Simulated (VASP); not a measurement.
# InSe (R3m) in VASP: notebook

InSe is run at these levels: PBE+D3(BJ); tasks: single point.

Program: VASP 6.6.1. These are calculated values, not measurements. Logs are shortened: lines on timing, memory, paths and dates and some standing lists are left out, and cuts for length are marked.

## 1. The cell of the first run

It takes space group R3m (No. 160, trigonal). The conventional cell has a = 4.000 Å, b = 4.000 Å, c = 24.950 Å, α = 90.00°, β = 90.00°, γ = 120.00°. In (site symmetry 3m) has 3 Se at 2.64 Å and 1 In at 2.80 Å within 3.5 Å. In (site symmetry 3m) has 3 Se at 2.64 Å and 1 In at 2.80 Å within 3.5 Å. Se (site symmetry 3m) has 3 In at 2.64 Å within 3.5 Å. Within 3.5 Å of Se (site symmetry 3m) lie 3 In at 2.64 Å.

## 2. Single point, PBE+D3(BJ)

Contents of INCAR:

```
SYSTEM = InSe
PREC     = Accurate       ! precision mode
ENCUT    = 500            ! plane-wave cutoff, eV
EDIFF    = 1E-6           ! SCF threshold, eV
ISMEAR   = 0              ! smearing method
SIGMA    = 0.1            ! smearing width, eV
LREAL    = Auto         
LASPH    = .True.         ! aspherical terms in the spheres
NELM     = 120            ! most SCF steps
ALGO     = Normal         ! electronic algorithm
ISIF     = 2              ! what is computed and relaxed
LWAVE    = .False.        ! write WAVECAR
LCHARG   = .False.        ! write CHGCAR
GGA      = PE             ! functional
IVDW     = 12             ! dispersion correction
NBANDS   = 90             ! bands
ISYM     = -1           
GGA_COMPAT= .False.
```

Contents of KPOINTS:

```
explicit points
4
Reciprocal
  0.25000000   0.25000000   0.25000000 2
  0.25000000   0.25000000   0.75000000 2
  0.25000000   0.75000000   0.25000000 2
  0.25000000   0.75000000   0.75000000 2
```

Contents of POSCAR:

```
InSe
1.0
    3.9999993006      6.9282020189      0.0000000000
   -3.9999993006      6.9282020189      0.0000000000
    0.0000000000      4.6188013460      8.3166700000
In Se
8 8
Direct
    0.0000000000      0.0000000000      0.0000000000
    0.0000000000      0.5000000000      0.0000000000
    0.5000000000      0.0000000000      0.0000000000
    0.5000000000      0.5000000000      0.0000000000
    0.8878000000      0.8878000000      0.3366000000
    0.8878000000      0.3878000000      0.3366000000
    0.3878000000      0.8878000000      0.3366000000
    0.3878000000      0.3878000000      0.3366000000
    0.3845000000      0.3845000000      0.8465000000
    0.3845000000      0.8845000000      0.8465000000
    0.8845000000      0.3845000000      0.8465000000
    0.8845000000      0.8845000000      0.8465000000
    0.1700000000      0.1700000000      0.4900000000
    0.1700000000      0.6700000000      0.4900000000
    0.6700000000      0.1700000000      0.4900000000
    0.6700000000      0.6700000000      0.4900000000
```

Potentials or basis: VASP PAW PBE potentials, release 64 (In_d, Se).

Started as:

```sh
> cat potpaw_PBE.64/In_d/POTCAR potpaw_PBE.64/Se/POTCAR > POTCAR
> mpirun -np 1 vasp_std > vasp.out
```

OUTCAR:

```text
SYSTEM = InSe
   PREC = Accurate
   ENCUT = 500
   EDIFF = 1E-6
   ISMEAR = 0
   LREAL = Auto
   LASPH = .True.
   NELM = 120
   ISIF = 2
   GGA = PE
   IVDW = 12
   ISYM = -1
 IVDW          = 12

 ion  position               nearest neighbor table
   1  0.000  0.000  0.000-  10 2.64  11 2.64  12 2.64   5 2.80   4 4.00   4 4.00   2 4.00   2 4.00
                             3 4.00   3 4.00
   2  0.000  0.500  0.000-   9 2.64  12 2.64  11 2.64   6 2.80   3 4.00   3 4.00   1 4.00   1 4.00
                             4 4.00   4 4.00
   3  0.500  0.000  0.000-   9 2.64  12 2.64  10 2.64   7 2.80   2 4.00   2 4.00   1 4.00   4 4.00
                             1 4.00   4 4.00
   4  0.500  0.500  0.000-  10 2.64  11 2.64   9 2.64   8 2.80   1 4.00   1 4.00   2 4.00   3 4.00
                             3 4.00   2 4.00
   5  0.888  0.888  0.337-  16 2.64  15 2.64  14 2.64   1 2.80   8 4.00   8 4.00   6 4.00   7 4.00
                             7 4.00   6 4.00
   6  0.888  0.388  0.337-  15 2.64  13 2.64  16 2.64   2 2.80   7 4.00   7 4.00   5 4.00   8 4.00
                             5 4.00   8 4.00
   7  0.388  0.888  0.337-  14 2.64  13 2.64  16 2.64   3 2.80   6 4.00   6 4.00   8 4.00   8 4.00
                             5 4.00   5 4.00
   8  0.388  0.388  0.337-  13 2.64  14 2.64  15 2.64   4 2.80   5 4.00   5 4.00   7 4.00   7 4.00
                             6 4.00   6 4.00
   9  0.385  0.385  0.846-   2 2.64   3 2.64   4 2.64
  10  0.385  0.885  0.846-   1 2.64   4 2.64   3 2.64
  11  0.885  0.385  0.846-   1 2.64   4 2.64   2 2.64
  12  0.885  0.885  0.846-   2 2.64   3 2.64   1 2.64
  13  0.170  0.170  0.490-   8 2.64   7 2.64   6 2.64
  14  0.170  0.670  0.490-   7 2.64   5 2.64   8 2.64
  15  0.670  0.170  0.490-   6 2.64   5 2.64   8 2.64
  16  0.670  0.670  0.490-   5 2.64   6 2.64   7 2.64

IMPORTANT INFORMATION: All symmetrisations will be switched off!
NOSYMM: (Re-)initialisation of all symmetry stuff for point group C_1.

----------------------------------------------------------------------------------------

                                     Primitive cell

  volume of cell :     460.9565

  direct lattice vectors                    reciprocal lattice vectors
     3.999999301  6.928202019  0.000000000     0.125000022  0.072168796 -0.040080144
    -3.999999301  6.928202019  0.000000000    -0.125000022  0.072168796 -0.040080144
     0.000000000  4.618801346  8.316670000     0.000000000  0.000000000  0.120240433

  length of vectors
     7.999998601  7.999998601  9.513165917     0.149799061  0.149799061  0.120240433

  position of ions in fractional coordinates (direct lattice)
     0.000000000  0.000000000  0.000000000
     0.000000000  0.500000000  0.000000000
     0.500000000  0.000000000  0.000000000
     0.500000000  0.500000000  0.000000000
     0.887800000  0.887800000  0.336600000
     0.887800000  0.387800000  0.336600000
[... 8 lines left out ...]
     0.670000000  0.170000000  0.490000000
     0.670000000  0.670000000  0.490000000

  ion indices of the primitive-cell ions
   primitive index   ion index
                 1           1
                 2           2
                 3           3
                 4           4
                 5           5
                 6           6
[... 8 lines left out ...]
                15          15
                16          16

----------------------------------------------------------------------------------------

 KPOINTS: explicit points

Read explicit list of k-points.

 Found      4 k-points:

 Following reciprocal coordinates:
            Coordinates               Weight
  0.250000  0.250000  0.250000      0.250000
  0.250000  0.250000  0.750000      0.250000
  0.250000  0.750000  0.250000      0.250000
  0.250000  0.750000  0.750000      0.250000
   k-points           NKPTS =      4   k-points in BZ     NKDIM =      4   number of bands    NBANDS=     90
   number of dos      NEDOS =    301   number of ions     NIONS =     16
   total plane-waves  NPLWV = 252000
   dimension x,y,z NGX =    60 NGY =   60 NGZ =   70
   dimension x,y,z NGXF=   120 NGYF=  120 NGZF=  140
   ions per type =               8   8
   NGX,Y,Z   is equivalent  to a cutoff of  12.47, 12.47, 12.23 a.u.
   NGXF,Y,Z  is equivalent  to a cutoff of  24.94, 24.94, 24.47 a.u.
 SYSTEM =  InSe
   PREC   = accura    normal or accurate (medium, high low for compatibility)
   ISTART =      0    job   : 0-new  1-cont  2-samecut
   ICHARG =      2    charge: 1-file 2-atom 10-const
   ISPIN  =      1    spin polarized calculation?
   LNONCOLLINEAR =      F non collinear calculations
   LSORBIT =      F    spin-orbit coupling
   LASPH  =      T    aspherical Exc in radial PAW
   ENCUT  =  500.0 eV  36.75 Ry    6.06 a.u.  14.59 14.59 17.34*2*pi/ulx,y,z
   NELM   =    120;   NELMIN=  2; NELMDL= -5     # of ELM steps
   EDIFF  = 0.1E-05   stopping-criterion for ELM
   LREAL  =      T    real-space projection
   EDIFFG = 0.1E-04   stopping-criterion for IOM
   NSW    =      0    number of steps for IOM
   IBRION =     -1    ionic relax: 0-MD 1-quasi-New 2-CG
   NFREE  =      0    steps in history (QN), initial steepest desc. (CG)
   ISIF   =      2    stress and relaxation
   ISYM   =     -1    0-nonsym 1-usesym 2-fastsym
   POTIM  = 0.5000    time-step for ionic-motion
   TEBEG  =    0.0;   TEEND  =   0.0 temperature during run
   PSTRESS=    0.0 pullay stress
   NELECT =     152.0000    total number of electrons
   NUPDOWN=      -1.0000    fix difference up-down
   EMIN   =  10.00;   EMAX   =-10.00  energy-range for DOS
   EFERMI =   0.00;   METHOD = LEGACY
   ISMEAR =     0;   SIGMA  =   0.10  broadening in eV -4-tet -1-fermi 0-gaus
   EFERMI_NEDOS =   21; number of points for ismear=-14 and -15
   IALGO  =     38    algorithm
   IMIX   =      4    mixing-type and parameters
     AMIX     =   0.40;   BMIX     =  1.00
     AMIX_MAG =   1.60;   BMIX_MAG =  1.00
  volume/ion in A,a.u.               =      28.81       194.42
  Fermi-wavevector in a.u.,A,eV,Ry     =   1.131018  2.137313 17.404585  1.279201
  Thomas-Fermi vector in A             =   2.267716
   LORBIT       =      0    0 simple, 1 ext, 2 COOP (PROOUT), +10 PAW based schemes
   GGA     = PE    functional components
   LHFCALC =     F    Hartree Fock is set to
   AEXX    =    0.0000 exact exchange contribution
   IVDW    =    12    specifies the selected vdW correction
   LEPSILON=     F    determine dielectric tensor
   LRPA    =     F    only Hartree local field effects (RPA)
 non-spin polarized calculation
 Gauss-broadening in eV      SIGMA  =   0.10
  energy-cutoff  :      500.00
  volume of cell :      460.96
 maximum number of plane-waves:     11736
 NGX is ok and might be reduce to    60
   NGX = 29   NGY = 29   NGZ = 35

 number of electron     152.0000038 magnetization

 Free energy of the ion-electron system (eV)
  ---------------------------------------------------
  ext. energy  EPLUGINS =         0.00000000
  ---------------------------------------------------
  free energy    TOTEN  =       -56.56889626 eV

  energy without entropy =      -56.56889626  energy(sigma->0) =      -56.56889626

 E-fermi :   4.5709     XC(G=0):  -8.9883

 val. band max:        4.0821605167   @ k =   0.2500   0.2500   0.7500
 cond. band min:       5.6226283454   @ k =   0.2500   0.2500   0.2500
 fundamental gap:      1.5404678286
 Fermi energy:         4.5708907281

 k-point     1 :       0.2500    0.2500    0.2500
  band No.  band energies     occupation
      1     -10.6965      2.00000
      2     -10.6965      2.00000
      3     -10.6773      2.00000
      4     -10.6104      2.00000
      5     -10.6104      2.00000
      6     -10.5808      2.00000
[... 80 lines left out ...]
     87       7.8643      0.00000
     88       7.9246      0.00000

 k-point     2 :       0.2500    0.2500    0.7500
  band No.  band energies     occupation
      1     -10.7056      2.00000
      2     -10.7056      2.00000
      3     -10.6815      2.00000
      4     -10.6001      2.00000
      5     -10.6001      2.00000
      6     -10.5762      2.00000
[... 80 lines left out ...]
     87       8.0047      0.00000
     88       8.0313      0.00000

 k-point     3 :       0.2500    0.7500    0.2500
  band No.  band energies     occupation
      1     -10.7080      2.00000
      2     -10.6571      2.00000
      3     -10.6471      2.00000
      4     -10.6175      2.00000
      5     -10.5847      2.00000
      6     -10.5574      2.00000
[... 80 lines left out ...]
     87       8.0002      0.00000
     88       8.2487      0.00000

 k-point     4 :       0.2500    0.7500    0.7500
  band No.  band energies     occupation
      1     -10.7080      2.00000
      2     -10.6571      2.00000
      3     -10.6471      2.00000
      4     -10.6175      2.00000
      5     -10.5847      2.00000
      6     -10.5574      2.00000
[... 80 lines left out ...]
     87       8.0002      0.00000
     88       8.2491      0.00000
 [bands above 88 left out]

------------------------ aborting loop because EDIFF is reached ----------------------------------------

 Edisp (eV)   -4.87855

 E8    (eV) :    -2.2373

  FORCE on cell =-STRESS in cart. coord.  units (eV):
  Direction    XX          YY          ZZ          XY          YZ          ZX
  --------------------------------------------------------------------------------------
  -------------------------------------------------------------------------------------
  Total       4.44711     2.59440     1.93489     0.00000    -0.29877     0.00001
  in kB      15.45713     9.01751     6.72523     0.00001    -1.03844     0.00002
  external pressure =       10.40 kB  Pullay stress =        0.00 kB

 VOLUME and BASIS-vectors are now :
 -----------------------------------------------------------------------------
  energy-cutoff  :      500.00
  volume of cell :      460.96
      direct lattice vectors                 reciprocal lattice vectors
     3.999999301  6.928202019  0.000000000     0.125000022  0.072168796 -0.040080144
    -3.999999301  6.928202019  0.000000000    -0.125000022  0.072168796 -0.040080144
     0.000000000  4.618801346  8.316670000     0.000000000  0.000000000  0.120240433

 POSITION                                       TOTAL-FORCE (eV/Angst)
 -----------------------------------------------------------------------------------
      0.00000      0.00000      0.00000         0.000004     -0.017590      0.249546
     -2.00000      3.46410      0.00000         0.000011     -0.017567      0.249561
      2.00000      3.46410      0.00000        -0.000003     -0.017565      0.249568
      0.00000      6.92820      0.00000        -0.000009     -0.017592      0.249596
      0.00000     13.85640      2.79939        -0.000015     -0.014223     -0.245113
      2.00000     10.39230      2.79939         0.000002     -0.014224     -0.245152
[... 8 lines left out ...]
      2.00000      8.08290      4.07517         0.000006      0.020229      0.185674
      0.00000     11.54700      4.07517        -0.000000      0.020239      0.185674
 -----------------------------------------------------------------------------------
    total drift:                                0.000003     -0.036686     -0.046460

  FREE ENERGIE OF THE ION-ELECTRON SYSTEM (eV)
  ---------------------------------------------------
  free  energy   TOTEN  =       -61.4474470833 eV

  energy  without entropy=      -61.4474470833  energy(sigma->0) =      -61.44744708
```

It took 5.6 min on 1 thread of Intel Xeon Platinum 8259CL at 2.50GHz (Skylake/Cascade Lake), shared host; peak memory 0.55 GiB.

Results:

| Item | Value |
| --- | --- |
| Free energy | -61.4474 eV |
| Pressure | 1.0 GPa |
| Largest force | 0.250 eV/Å |
| Band gap on the k mesh | 1.54 eV |
| Dispersion energy per atom | -0.305 eV |

Forces on the atoms (eV/Å):
```
In   0.000 -0.018  0.250
In   0.000 -0.018  0.250
In   0.000 -0.018  0.250
In   0.000 -0.018  0.250
In   0.000 -0.014 -0.245
In   0.000 -0.014 -0.245
In   0.000 -0.014 -0.245
In   0.000 -0.014 -0.245
Se   0.000  0.012 -0.190
Se   0.000  0.012 -0.190
Se   0.000  0.012 -0.190
Se   0.000  0.012 -0.190
Se   0.000  0.020  0.186
Se   0.000  0.020  0.186
Se   0.000  0.020  0.186
Se   0.000  0.020  0.186
```

Levels at points of the mesh, in eV from the valence-band top:
| k point | band 73 | band 74 | band 75 | band 76 | band 77 | band 78 | band 79 | band 80 |
| --- | --- | --- | --- | --- | --- | --- | --- | --- |
| (0.25, 0.25, 0.25) | -1.40 | -1.17 | -0.97 | -0.90 | 1.54 | 1.89 | 1.89 | 2.03 |

Caveat: spin-orbit coupling is left out, which moves the levels of the heavy elements; a shifted mesh leaves out Γ, where band edges can lie. A k mesh can miss the band edges.

## 3. Single point, PBE+D3(BJ)

Changes to INCAR since step 2:

```diff
@@ -2,3 +2,3 @@
 PREC     = Accurate       ! precision mode
-ENCUT    = 500            ! plane-wave cutoff, eV
+ENCUT    = 520            ! plane-wave cutoff, eV
 EDIFF    = 1E-6           ! SCF threshold, eV
@@ -8,3 +8,3 @@
 LASPH    = .True.         ! aspherical terms in the spheres
-NELM     = 120            ! most SCF steps
+NELM     = 80             ! most SCF steps
 ALGO     = Normal         ! electronic algorithm
@@ -16,3 +16,2 @@
 NBANDS   = 90             ! bands
-ISYM     = -1           
-GGA_COMPAT= .False.
+ISYM     = 0
```

Contents of KPOINTS:

```
Automatic mesh
0
Gamma
  2 2 2
  0.5 0.5 0.5
```

POSCAR is that of step 2.

Potentials or basis: VASP PAW PBE potentials, release 64 (In_d, Se).

Started as:

```sh
> cat potpaw_PBE.64/In_d/POTCAR potpaw_PBE.64/Se/POTCAR > POTCAR
> mpirun -np 1 vasp_std > vasp.out
```

Wall time 21 min (1 thread of Intel Xeon Platinum 8259CL at 2.50GHz (Skylake/Cascade Lake), shared host); peak memory 0.69 GiB.

The run converged. Its results:

* Free energy: -61.4547 eV
* Pressure: 1.1 GPa
* Largest force: 0.250 eV/Å
* Band gap on the k mesh: 1.54 eV
* Dispersion energy per atom: -0.305 eV

Forces in eV/Å, atoms in the order of the input:
```
In   0.000 -0.003  0.250
In   0.000 -0.003  0.250
In   0.000 -0.003  0.250
In   0.000 -0.003  0.250
In   0.000  0.010 -0.240
In   0.000  0.010 -0.240
In   0.000  0.010 -0.240
In   0.000  0.010 -0.240
Se   0.000 -0.004 -0.194
Se   0.000 -0.004 -0.194
Se   0.000 -0.004 -0.194
Se   0.000 -0.004 -0.194
Se   0.000 -0.002  0.184
Se   0.000 -0.002  0.183
Se   0.000 -0.002  0.183
Se   0.000 -0.002  0.183
```

Stress tensor (GPa, compression positive):
```
 1.24  0.00  0.00
 0.00  1.23 -0.01
 0.00 -0.01  0.69
```

Levels at points of the mesh, in eV from the valence-band top:
```
           k point  band 72  band 73  band 74  band 75  band 76  band 77  band 78  band 79  band 80  band 81
(0.25, 0.25, 0.25)    -1.39    -1.39    -1.17    -0.97    -0.90     1.54     1.89     1.89     2.03     2.16
```

Caveat: spin-orbit coupling is left out, which moves the levels of the heavy elements; a shifted mesh leaves out Γ, where band edges can lie. A k mesh can miss the band edges.
